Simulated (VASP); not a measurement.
A run of VASP 6.6.1 is set up as follows.

Contents of INCAR:

```
  PREC = Accurate
  ENCUT = 520
  EDIFF = 1E-6
  ISMEAR = 0
  SIGMA = 0.05
  LREAL = False
  LASPH = True
  NELM = 100
  ALGO = Normal
  ISIF = 2
  LWAVE = False
  LCHARG = False
  GGA = PS
  NBANDS = 46
```

The input KPOINTS:

```
Automatic mesh
0
Gamma
  4 4 8
```

Contents of POSCAR:

```
Zn4HO4
1.0
    5.5148137916      0.0000000000      0.0000000000
    0.0000000000      5.5148137916      0.0000000000
    0.0000000000      0.0000000000      3.2430062931
Zn O H
4 4 1
Direct
    0.1820657240      0.1820657240      0.5000000000
    0.8179342760      0.8179342760      0.5000000000
    0.6820657240      0.3179342760      0.0000000000
    0.3179342760      0.6820657240      0.0000000000
    0.8180023132      0.1819976868      0.5000000000
    0.1819976868      0.8180023132      0.5000000000
    0.6819976868      0.6819976868      0.0000000000
    0.3180023132      0.3180023132      0.0000000000
    1.0000405349     -0.5180023132      0.3000000000
```

Potentials or basis: VASP PAW PBE potentials, release 64 (Zn, O, H).

Command:

```bash
$ cat potpaw_PBE.64/Zn/POTCAR potpaw_PBE.64/O/POTCAR potpaw_PBE.64/H/POTCAR > POTCAR
$ mpirun -np 1 vasp_std > vasp.out
```

Question: What does it give for the pressure?

Answer: 3.4 GPa.

Question: Predict the largest force.

Answer: 0.729 eV/Å.

Stress tensor (GPa, compression positive):
```
 3.69  0.32 -0.11
 0.32  2.52 -0.13
-0.11 -0.13  4.09
```

Caveat: the PAW data sets were made with another functional, which shifts forces and pressure a little; an odd number of electrons without spin polarisation forces a metal; a magnetic or distorted state may lie lower.
